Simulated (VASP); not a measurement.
Here is a VASP 6.6.1 calculation.

File INCAR:

```
SYSTEM = AgS
PREC = Accurate
ENCUT = 600
EDIFF = 1E-7
ISMEAR = 0
SIGMA = 0.1
LREAL = .FALSE.
LASPH = .TRUE.
NELM = 100
ALGO = Normal
ISIF = 3
LWAVE = .FALSE.
LCHARG = .FALSE.
GGA = PE
IBRION = 2
NSW = 90
EDIFFG = -0.04
```

Contents of KPOINTS:

```
regular mesh
0
G
  6 6 6
  0 0 0
```

The input POSCAR:

```
AgS
1.0
    0.0000000000      2.9110925800      2.9110925800
    2.9110925800      0.0000000000      2.9110925800
    2.9110925800      2.9110925800      0.0000000000
Ag S
1 1
Direct
    0.0000000000      0.0000000000      0.0000000000
    0.5000000000      0.5000000000      0.5000000000
```

Potentials or basis: VASP PAW PBE potentials, release 64 (Ag, S).

Run with:

```console
$ cat potpaw_PBE.64/Ag/POTCAR potpaw_PBE.64/S/POTCAR > POTCAR
$ mpirun -np 1 vasp_std > vasp.out
```

Question: Estimate the space group after relaxing (to 0.05 Å).

Answer: Fm-3m (No. 225).

Question: What does it give for the relaxed volume?

Answer: 18.51 Å³/atom.

Question: What does it give for the relaxed cell?

Answer: a = 3.741 Å, b = 3.741 Å, c = 3.741 Å, α = 60.00°, β = 60.00°, γ = 60.00°.

Final structure:
```yaml
crystal:
  lattice:
    - [0.00000, 2.64523, 2.64523]
    - [2.64523, 0.00000, 2.64523]
    - [2.64523, 2.64523, 0.00000]
  atoms:
    - { symbol: Ag, position: [0.00000, 0.00000, 0.00000] }
    - { symbol: S, position: [0.50000, 0.50000, 0.50000] }
```

Caveat: the volume moved by over 15 % at a fixed basis, so the end points are rough.
